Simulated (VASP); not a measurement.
# TePb (Fm-3m) in VASP: further runs

Runs on TePb. Level: PBE. Tasks: single point.

Everything below comes from runs of VASP 6.6.1. Logs are shortened: lines on timing, memory, paths and dates and some standing lists are left out, and cuts for length are marked.

### 1 The cell of the first run

It takes space group Fm-3m (No. 225, cubic). The conventional cell has a = 6.454 Å, b = 6.454 Å, c = 6.454 Å, α = 90.00°, β = 90.00°, γ = 90.00°. Within 4.2 Å of Pb (site symmetry m-3m) lie 6 Te at 3.23 Å. Within 4.2 Å of Te (site symmetry m-3m) lie 6 Pb at 3.23 Å.

### 2 Single point, PBE

The input, INCAR:

```
ALGO = Normal ; EDIFF = 1E-6
ENCUT = 520 ; GGA = PE
ISIF = 2 ; ISMEAR = 0
LASPH = True ; LCHARG = False
LREAL = False ; LWAVE = False
NBANDS = 17 ; NELM = 60
PREC = Accurate ; SIGMA = 0.05
```

The input, KPOINTS:

```
k-points
0
Gamma
  4 4 4
```

The input, POSCAR:

```
TePb
1.0
    0.0000000000      3.2270013417      3.2270013417
    3.2270013417      0.0000000000      3.2270013417
    3.2270013417      3.2270013417      0.0000000000
Pb Te
1 1
Direct
    0.5000000000      0.5000000000      0.5000000000
    0.0000000000      0.0000000000      0.0000000000
```

Potentials or basis: VASP PAW PBE potentials, release 64 (Pb_d, Te).

Run with:

```sh
$ cat potpaw_PBE.64/Pb_d/POTCAR potpaw_PBE.64/Te/POTCAR > POTCAR
$ mpirun -np 1 vasp_std > vasp.out
```

OUTCAR:

```text
EDIFF = 1E-6
   ENCUT = 520
   GGA = PE
   ISIF = 2
   ISMEAR = 0
   LASPH = True
   LREAL = False
   NELM = 60
   PREC = Accurate

 ion  position               nearest neighbor table
   1  0.500  0.500  0.500-   2 3.23   2 3.23   2 3.23   2 3.23   2 3.23   2 3.23
   2  0.000  0.000  0.000-   1 3.23   1 3.23   1 3.23   1 3.23   1 3.23   1 3.23

  LATTYP: Found a face centered cubic cell.
 ALAT       =     6.4540026834

  Lattice vectors:

 A1 = (   0.0000000000,   3.2270013417,   3.2270013417)
 A2 = (   3.2270013417,   0.0000000000,   3.2270013417)
 A3 = (   3.2270013417,   3.2270013417,   0.0000000000)

Analysis of symmetry for initial positions (statically):
=====================================================================
 Subroutine PRICEL returns:
 Original cell was already a primitive cell.

 Routine SETGRP: Setting up the symmetry group for a
 face centered cubic supercell.

 Subroutine GETGRP returns: Found 48 space group operations
 (whereof 48 operations were pure point group operations)
 out of a pool of 48 trial point group operations.

The static configuration has the point symmetry O_h .

Analysis of symmetry for dynamics (positions and initial velocities):
=====================================================================
 Subroutine PRICEL returns:
 Original cell was already a primitive cell.

 Routine SETGRP: Setting up the symmetry group for a
 face centered cubic supercell.

 Subroutine GETGRP returns: Found 48 space group operations
 (whereof 48 operations were pure point group operations)
 out of a pool of 48 trial point group operations.

The dynamic configuration has the point symmetry O_h .

 Subroutine INISYM returns: Found 48 space group operations
 (whereof 48 operations are pure point group operations),
 and found     1 'primitive' translations

----------------------------------------------------------------------------------------

                                     Primitive cell

  volume of cell :      67.2090

  direct lattice vectors                    reciprocal lattice vectors
     0.000000000  3.227001342  3.227001342    -0.154942607  0.154942607  0.154942607
     3.227001342  0.000000000  3.227001342     0.154942607 -0.154942607  0.154942607
     3.227001342  3.227001342  0.000000000     0.154942607  0.154942607 -0.154942607

  length of vectors
     4.563669063  4.563669063  4.563669063     0.268368467  0.268368467  0.268368467

  position of ions in fractional coordinates (direct lattice)
     0.500000000  0.500000000  0.500000000
     0.000000000  0.000000000  0.000000000

  ion indices of the primitive-cell ions
   primitive index   ion index
                 1           1
                 2           2

----------------------------------------------------------------------------------------

 KPOINTS: k-points

Automatic generation of k-mesh.
 Grid dimensions read from file:
 generate k-points for:    4    4    4

 Generating k-lattice:

  Cartesian coordinates                     Fractional coordinates (reciprocal lattice)
    -0.038735652  0.038735652  0.038735652     0.250000000  0.000000000  0.000000000
     0.038735652 -0.038735652  0.038735652     0.000000000  0.250000000  0.000000000
     0.038735652  0.038735652 -0.038735652     0.000000000  0.000000000  0.250000000

  Length of vectors
     0.067092117  0.067092117  0.067092117

  Shift w.r.t. Gamma in fractional coordinates (k-lattice)
     0.000000000  0.000000000  0.000000000

 Subroutine IBZKPT returns following result:
 ===========================================

 Found      8 irreducible k-points:

 Following reciprocal coordinates:
            Coordinates               Weight
  0.000000  0.000000  0.000000      1.000000
  0.250000  0.000000  0.000000      8.000000
  0.500000  0.000000  0.000000      4.000000
  0.250000  0.250000  0.000000      6.000000
  0.500000  0.250000  0.000000     24.000000
 -0.250000  0.250000  0.000000     12.000000
  0.500000  0.500000  0.000000      3.000000
 -0.250000  0.500000  0.250000      6.000000
   k-points           NKPTS =      8   k-points in BZ     NKDIM =      8   number of bands    NBANDS=     17
   number of dos      NEDOS =    301   number of ions     NIONS =      2
   total plane-waves  NPLWV =  46656
   dimension x,y,z NGX =    36 NGY =   36 NGZ =   36
   dimension x,y,z NGXF=    72 NGYF=   72 NGZF=   72
   ions per type =               1   1
   NGX,Y,Z   is equivalent  to a cutoff of  13.11, 13.11, 13.11 a.u.
   NGXF,Y,Z  is equivalent  to a cutoff of  26.23, 26.23, 26.23 a.u.
 SYSTEM =  unknown system
   PREC   = accura    normal or accurate (medium, high low for compatibility)
   ISTART =      0    job   : 0-new  1-cont  2-samecut
   ICHARG =      2    charge: 1-file 2-atom 10-const
   ISPIN  =      1    spin polarized calculation?
   LNONCOLLINEAR =      F non collinear calculations
   LSORBIT =      F    spin-orbit coupling
   LASPH  =      T    aspherical Exc in radial PAW
   ENCUT  =  520.0 eV  38.22 Ry    6.18 a.u.   8.49  8.49  8.49*2*pi/ulx,y,z
   NELM   =     60;   NELMIN=  2; NELMDL= -5     # of ELM steps
   EDIFF  = 0.1E-05   stopping-criterion for ELM
   LREAL  =      F    real-space projection
[... 7 lines left out ...]
   TEBEG  =    0.0;   TEEND  =   0.0 temperature during run
   PSTRESS=    0.0 pullay stress
   NELECT =      20.0000    total number of electrons
   NUPDOWN=      -1.0000    fix difference up-down
   EMIN   =  10.00;   EMAX   =-10.00  energy-range for DOS
   EFERMI =   0.00;   METHOD = LEGACY
   ISMEAR =     0;   SIGMA  =   0.05  broadening in eV -4-tet -1-fermi 0-gaus
   EFERMI_NEDOS =   21; number of points for ismear=-14 and -15
   IALGO  =     38    algorithm
   IMIX   =      4    mixing-type and parameters
     AMIX     =   0.40;   BMIX     =  1.00
     AMIX_MAG =   1.60;   BMIX_MAG =  1.00
  volume/ion in A,a.u.               =      33.60       226.77
  Fermi-wavevector in a.u.,A,eV,Ry     =   1.092972  2.065418 16.253352  1.194588
  Thomas-Fermi vector in A             =   2.229248
   LORBIT       =      0    0 simple, 1 ext, 2 COOP (PROOUT), +10 PAW based schemes
   GGA     = PE    functional components
   LHFCALC =     F    Hartree Fock is set to
   AEXX    =    0.0000 exact exchange contribution
   IVDW    =     0    specifies the selected vdW correction
   LEPSILON=     F    determine dielectric tensor
   LRPA    =     F    only Hartree local field effects (RPA)
 non-spin polarized calculation
 Gauss-broadening in eV      SIGMA  =   0.05
  energy-cutoff  :      520.00
  volume of cell :       67.21
 maximum number of plane-waves:      1837
 NGX is ok and might be reduce to    36
   NGX = 17   NGY = 17   NGZ = 17

 number of electron      20.0000002 magnetization

 Free energy of the ion-electron system (eV)
  ---------------------------------------------------
  ext. energy  EPLUGINS =         0.00000000
  ---------------------------------------------------
  free energy    TOTEN  =        -7.49032523 eV

  energy without entropy =       -7.49032523  energy(sigma->0) =       -7.49032523

 E-fermi :   5.9036     XC(G=0):  -9.3208

 val. band max:        5.6712407213   @ k =   0.5000   0.0000   0.0000
 cond. band min:       6.3977928212   @ k =   0.5000   0.0000   0.0000
 fundamental gap:      0.7265520999
 Fermi energy:         5.9036493494

 k-point     1 :       0.0000    0.0000    0.0000
  band No.  band energies     occupation
      1     -11.0623      2.00000
      2     -11.0623      2.00000
      3     -11.0524      2.00000
      4     -11.0524      2.00000
      5     -11.0524      2.00000
      6      -6.3798      2.00000
      7       0.0829      2.00000
      8       4.3096      2.00000
      9       4.3096      2.00000
     10       4.3096      2.00000
     11       9.7520      0.00000
     12       9.7520      0.00000
     13       9.7520      0.00000
     14      11.4579      0.00000
     15      11.4579      0.00000
     16      11.4579      0.00000
     17      13.0155      0.00000

 k-point     2 :       0.2500    0.0000    0.0000
  band No.  band energies     occupation
      1     -11.0694      2.00000
      2     -11.0694      2.00000
      3     -11.0511      2.00000
      4     -11.0440      2.00000
      5     -11.0440      2.00000
      6      -5.8575      2.00000
      7      -1.3485      2.00000
      8       4.4740      2.00000
      9       4.4740      2.00000
     10       5.0120      2.00000
     11       7.7901      0.00000
     12       8.1176      0.00000
     13       8.1176      0.00000
     14      11.6156      0.00000
     15      12.5515      0.00000
     16      12.5515      0.00000
     17      15.9773      0.00000

 k-point     3 :       0.5000    0.0000    0.0000
  band No.  band energies     occupation
      1     -11.0774      2.00000
      2     -11.0774      2.00000
      3     -11.0500      2.00000
      4     -11.0348      2.00000
      5     -11.0348      2.00000
      6      -4.9344      2.00000
      7      -2.9375      2.00000
      8       4.7706      2.00000
      9       4.7706      2.00000
     10       5.6712      2.00000
     11       6.3978      0.00000
     12       6.9330      0.00000
     13       6.9330      0.00000
     14      14.0615      0.00000
     15      14.9107      0.00000
     16      14.9107      0.00000
     17      14.9211      0.00000

 k-point     4 :       0.2500    0.2500    0.0000
  band No.  band energies     occupation
      1     -11.0884      2.00000
      2     -11.0574      2.00000
      3     -11.0566      2.00000
      4     -11.0397      2.00000
      5     -11.0397      2.00000
      6      -5.6926      2.00000
      7      -1.1803      2.00000
      8       3.4971      2.00000
      9       3.4971      2.00000
     10       4.2525      2.00000
     11       8.2713      0.00000
     12       9.7110      0.00000
     13      10.1773      0.00000
     14      10.1773      0.00000
     15      14.0949      0.00000
     16      14.0956      0.00000
     17      14.1520      0.00000

 k-point     5 :       0.5000    0.2500    0.0000
  band No.  band energies     occupation
      1     -11.1002      2.00000
      2     -11.0634      2.00000
      3     -11.0526      2.00000
      4     -11.0355      2.00000
      5     -11.0312      2.00000
      6      -4.8353      2.00000
      7      -2.3485      2.00000
      8       2.4624      2.00000
      9       3.5243      2.00000
     10       3.7758      2.00000
     11       8.8523      0.00000
     12       9.0996      0.00000
     13      10.2076      0.00000
     14      10.8579      0.00000
     15      14.8434      0.00000
     16      15.3254      0.00000
     17      16.1349      0.00000

 k-point     6 :      -0.2500    0.2500    0.0000
  band No.  band energies     occupation
      1     -11.0818      2.00000
      2     -11.0731      2.00000
      3     -11.0457      2.00000
      4     -11.0400      2.00000
      5     -11.0387      2.00000
      6      -5.1189      2.00000
      7      -2.2607      2.00000
      8       2.5551      2.00000
      9       4.5772      2.00000
     10       5.0399      2.00000
     11       7.3503      0.00000
     12       7.4488      0.00000
     13      10.3332      0.00000
     14      12.5300      0.00000
     15      12.8983      0.00000
     16      14.2613      0.00000
     17      15.0694      0.00000

 k-point     7 :       0.5000    0.5000    0.0000
  band No.  band energies     occupation
      1     -11.1255      2.00000
      2     -11.0624      2.00000
      3     -11.0509      2.00000
      4     -11.0260      2.00000
      5     -11.0260      2.00000
      6      -4.6828      2.00000
      7      -1.6308      2.00000
      8       1.1422      2.00000
      9       2.8486      2.00000
     10       2.8486      2.00000
     11       8.9425      0.00000
     12      11.1595      0.00000
     13      11.1595      0.00000
     14      12.4005      0.00000
     15      15.7770      0.00000
     16      16.6355      0.00000
     17      16.7255      0.00000

 k-point     8 :      -0.2500    0.5000    0.2500
  band No.  band energies     occupation
      1     -11.1069      2.00000
      2     -11.0639      2.00000
      3     -11.0448      2.00000
      4     -11.0448      2.00000
      5     -11.0260      2.00000
      6      -4.5230      2.00000
      7      -2.3299      2.00000
      8       1.8583      2.00000
      9       1.8583      2.00000
     10       5.3070      2.00000
     11       7.3385      0.00000
     12      10.8892      0.00000
     13      10.8892      0.00000
     14      12.5261      0.00000
     15      12.5261      0.00000
     16      16.7275      0.00000
     17      16.7702      0.00000

------------------------ aborting loop because EDIFF is reached ----------------------------------------

  FORCE on cell =-STRESS in cart. coord.  units (eV):
  Direction    XX          YY          ZZ          XY          YZ          ZX
  --------------------------------------------------------------------------------------
  -------------------------------------------------------------------------------------
  Total        0.9480455      0.9480455      0.9480455      0.0000000      0.0000000     -0.0000000
  in kB       22.6002029     22.6002029     22.6002029      0.0000000      0.0000000     -0.0000000
  external PRESSURE =      22.6002029 kB  Pullay stress =       0.0000000 kB

 VOLUME and BASIS-vectors are now :
 -----------------------------------------------------------------------------
  energy-cutoff  :      520.00
  volume of cell :       67.21
      direct lattice vectors                 reciprocal lattice vectors
     0.000000000  3.227001342  3.227001342    -0.154942607  0.154942607  0.154942607
     3.227001342  0.000000000  3.227001342     0.154942607 -0.154942607  0.154942607
     3.227001342  3.227001342  0.000000000     0.154942607  0.154942607 -0.154942607

 POSITION                                       TOTAL-FORCE (eV/Angst)
 -----------------------------------------------------------------------------------
      3.22700      3.22700      3.22700         0.000000     -0.000000     -0.000000
      0.00000      0.00000      0.00000        -0.000000      0.000000      0.000000
 -----------------------------------------------------------------------------------
    total drift:                                0.000000      0.000000      0.000000

  FREE ENERGIE OF THE ION-ELECTRON SYSTEM (eV)
  ---------------------------------------------------
  free  energy   TOTEN  =        -7.4903252334 eV

  energy  without entropy=       -7.4903252334  energy(sigma->0) =       -7.49032523
```

It took 12 s on 1 thread of Intel Xeon Platinum 8259CL at 2.50GHz (Skylake/Cascade Lake), shared host; peak memory 0.2 GiB.

What came out:

```yaml
Free_energy: -7.4903 eV
Pressure: 2.3 GPa
Band_gap_on_the_k_mesh: 0.73 eV
```

Caveat: the k points lie up to 0.42 Å⁻¹ apart; spin-orbit coupling is left out, which moves the levels of the heavy elements. A k mesh can miss the band edges.

[end of part 1 of 2]
